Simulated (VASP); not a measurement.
TiSi2: single point with LDA+U

The system is TiSi2.

```
CELL_PARAMETERS angstrom
4.37464 0.00000 0.00000
-2.18732 3.78855 0.00000
0.00000 0.00000 2.56101
ATOMIC_POSITIONS crystal
Ti 0.00000 0.00000 0.00000
Si 0.33333 0.66667 0.50000
Si 0.66667 0.33333 0.50000
```

| Property | Result |
| --- | --- |
| Program | VASP 6.6.1 |
| Task | single point |
| Functional | LDA |
| Potentials or basis | VASP PAW LDA potentials, release 64 (Ti_sv, Si) |
| Cutoff | 520 eV |
| k mesh | 7 × 7 × 10 |
| Occupations | fermi-dirac, width 0.05 eV |
| Spin | no spin polarisation |
| Hubbard terms | Ti d U = 6.0 eV |
| Dipole correction | no |
| k mesh for the DOS | 11 × 11 × 15 |
| Occupations for the DOS | tetrahedron |
| Further INCAR settings | ALGO = Normal; EDIFF = 1e-06; NBANDS = 17 |

```yaml
Valence_electrons_inside_the_program's_atomic_spheres: Ti 10.25; Si 1.65
```

Levels at points of the mesh, in eV from the Fermi level:
```tsv
k point	band 7	band 8	band 9	band 10	band 11	band 12	band 13	band 14
(0.00, 0.00, 0.00)	-5.23	-5.20	-2.10	-1.29	-1.29	3.57	3.57	3.74
```

Eigenvalues of the final occupation matrices:
| site | spin | trace | eigenvalues |
| --- | --- | --- | --- |
| site 1 d | 1 | 0.96 | 0.13 0.13 0.16 0.16 0.37 |
| site 1 d | 2 | 0.96 | 0.13 0.13 0.16 0.16 0.37 |

Run time: 100 s on 1 thread of Intel(R) Xeon(R) Platinum 8488C (Sapphire Rapids), with other jobs on the host, peak memory 0.3 GiB.

Caveat: U without spin polarisation on a metal has little footing; the U is typed as a test and isn't derived for this compound.
